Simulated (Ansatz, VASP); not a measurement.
# CsH in VASP and in Ansatz

File POSCAR:

```
CsH
1.0
    0.0000000000      2.9289582672      2.9289582672
    2.9289582672      0.0000000000      2.9289582672
    2.9289582672      2.9289582672      0.0000000000
Cs H
1 1
Direct
    0.0000000000      0.0000000000      0.0000000000
    0.5000000000      0.5000000000      0.5000000000
```

File INCAR.step1:

```
SYSTEM = CsH
ALGO = Normal
EDIFF = 1E-4
ENCUT = 520
GGA = PE
ISMEAR = 0
LASPH = .True.
LCHARG = .False.
LREAL = .False.
LWAVE = .True.
NBANDS = 12
NELM = 60
PREC = Accurate
SIGMA = 0.02
```

File INCAR.step2:

```
SYSTEM = CsH
ALGO = Normal
EDIFF = 1E-6
ENCUT = 520
ISIF = 2
ISMEAR = 0
ISTART = 1
LASPH = .True.
LCHARG = .True.
LELF = .True.
LMIXTAU = .True.
LREAL = .False.
LVHAR = .True.
LWAVE = .False.
METAGGA = R2SCAN
NBANDS = 12
NELM = 60
PREC = Accurate
SIGMA = 0.02
```

KPOINTS

```
k-points
0
Gamma
  8 8 8
  0 0 0
```

Input for Ansatz:

```yaml
crystal:
  lattice:
    - [0.0, 2.9289582672, 2.9289582672]
    - [2.9289582672, 0.0, 2.9289582672]
    - [2.9289582672, 2.9289582672, 0.0]
  atoms:
    - { symbol: Cs, position: [0.0, 0.0, 0.0] }
    - { symbol: H, position: [0.5, 0.5, 0.5] }
basis:
  ecutwfc: 500
kpoints:
  mp_grid: { grid: [8, 8, 8] }
  band_path: { path: [VBM, CBM], npoints: 2 }
hamiltonian:
  xc: r2scan
scf:
  occupations: { method: gaussian, width: 0.02 }
output:
  forces: true
  stress: true
  eigenvalues: true
checkpoint:
  read: start.run
  write: ck
  compress: false
  write_wavefunctions: false
  write_every: 100000
```

Alike in both runs: task single point; functional r2SCAN; k mesh 8 × 8 × 8; occupations gaussian, width 0.02 eV; no spin polarisation.

```csv
,VASP,Ansatz
version,VASP 6.6.1,Ansatz 0.2.0
potentials or method,"VASP PAW PBE potentials, release 64 (Cs_sv, H), cutoff 520 eV","scalar-relativistic, plane waves, PAW"
valence electrons in the cell,10,10
```

Ansatz gave:

| Item | Value |
| --- | --- |
| gap on the k mesh at the Fermi level (eV) | 2.29 |
| least direct gap on the mesh (eV) | 2.29 |
| pressure (GPa) | 4.0 |

Question: Which values does VASP return?

Answer: gap on the k mesh at the Fermi level (eV): 2.25; least direct gap on the mesh (eV): 2.25; pressure (GPa): 4.2.

VASP's potentials were made for PBE, not for r2SCAN.

Neither program's run includes spin-orbit coupling.
